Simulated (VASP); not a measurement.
# As: single point with PBEsol

As:

```
As
1.0
     2.89375    0.00000    0.00000
    -1.44688    2.50606    0.00000
     0.00000    0.00000    9.75365
As
4
Direct
  0.00000 0.00000 0.00000
  0.00000 0.00000 0.50000
  0.33333 0.66667 0.25000
  0.66667 0.33333 0.75000
```

This cell differs from its parent crystal: volume scaled by 0.96.

```yaml
Program: VASP 6.6.1
Task: single point
Functional: PBEsol
Potentials_or_basis: VASP PAW PBE potentials, release 64 (As)
Cutoff: 520 eV
k_mesh: 14 × 14 × 4
Occupations: fermi-dirac, width 0.1 eV
Spin: no spin polarisation
```

| Quantity | Value |
| --- | --- |
| Pressure | 4.2 GPa |
| Band gap on the k mesh | zero (band 10 reaches 12.84 eV, above the bottom of band 11 at 4.42 eV) |

Stress tensor (GPa, compression positive):
```
3.90 0.00 0.00
0.00 3.90 0.00
0.00 0.00 4.77
```

Levels at points of the mesh, in eV from the Fermi level:
```tsv
k point	band 7	band 8	band 9	band 10	band 11	band 12	band 13	band 14
(0.00, 0.00, 0.00)	-1.48	4.78	4.78	5.50	5.50	5.58	5.58	5.83
(0.50, 0.00, 0.00)	-4.95	-4.42	-2.29	-1.35	0.82	2.00	2.17	2.19
(0.00, 0.00, 0.50)	2.93	2.93	4.99	4.99	4.99	4.99	6.18	6.18
(0.50, 0.00, 0.50)	-5.62	-5.62	-0.60	-0.60	1.14	1.14	1.17	1.17
```

Wall time 30 s on 1 thread of Intel(R) Xeon(R) 6975P-C (Granite Rapids), on a shared host, peak memory 0.23 GiB.

Caveat: the PAW data sets were made with another functional, which shifts forces and pressure a little.
